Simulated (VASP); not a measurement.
Write the native input for VASP 6.6.1 that does the following.

| Item | Value |
| --- | --- |
| Task | single point |
| Functional | PBE |
| Potentials or basis | VASP PAW PBE potentials, release 64 (Hf_pv, Be, Cl) |
| Cutoff | 520 eV |
| k mesh | 6 × 6 × 4 |
| Occupations | gaussian, width 0.1 eV |
| Spin | no spin polarisation |
| Dipole correction | no |
| Further INCAR settings | ALGO = Normal; EDIFF = 1e-06; NBANDS = 22 |

The structure of Hf2BeCl lies in POSCAR:

```
Hf2BeCl
1.0
    3.4580000000      0.0000000000      0.0000000000
   -1.7290000000      2.9947158500      0.0000000000
    0.0000000000      0.0000000000      7.1349131300
Hf Be Cl
2 1 1
Direct
    0.0000000000      0.0000000000      0.7665624600
    0.0000000000      0.0000000000      0.2334375400
    0.3333333300      0.6666666700      0.5000000000
    0.3333333300      0.6666666700      0.0000000000
```

One way to write it, as run:

INCAR

```
PREC     = Accurate       # precision mode
ENCUT    = 520            # plane-wave cutoff, eV
EDIFF    = 1E-6           # SCF threshold, eV
ISMEAR   = 0              # smearing method
SIGMA    = 0.1            # smearing width, eV
LREAL    = F              # projectors in reciprocal space
LASPH    = T              # aspherical terms in the spheres
NELM     = 80             # most SCF steps
ALGO     = Normal         # electronic algorithm
ISIF     = 2              # what is computed and relaxed
LWAVE    = F              # write WAVECAR
LCHARG   = F              # write CHGCAR
GGA      = PE             # functional
NBANDS   = 22             # bands
```

KPOINTS

```
regular mesh
0
Gamma
  6 6 4
```

Potentials or basis: VASP PAW PBE potentials, release 64 (Hf_pv, Be, Cl).

The run is started by

```bash
$ cat potpaw_PBE.64/Hf_pv/POTCAR potpaw_PBE.64/Be/POTCAR potpaw_PBE.64/Cl/POTCAR > POTCAR
$ mpirun -np 1 vasp_std > vasp.out
```

Results of the run:

```json
{
  "Pressure": "-4.5 GPa",
  "Largest force": "1.244 eV/Å"
}
```

Caveat: an odd number of electrons without spin polarisation forces a metal; a magnetic or distorted state may lie lower.

Wall time 25 s on 1 thread of Intel(R) Xeon(R) Platinum 8375C CPU @ 2.90GHz (Ice Lake), on a shared host, peak memory 0.2 GiB.
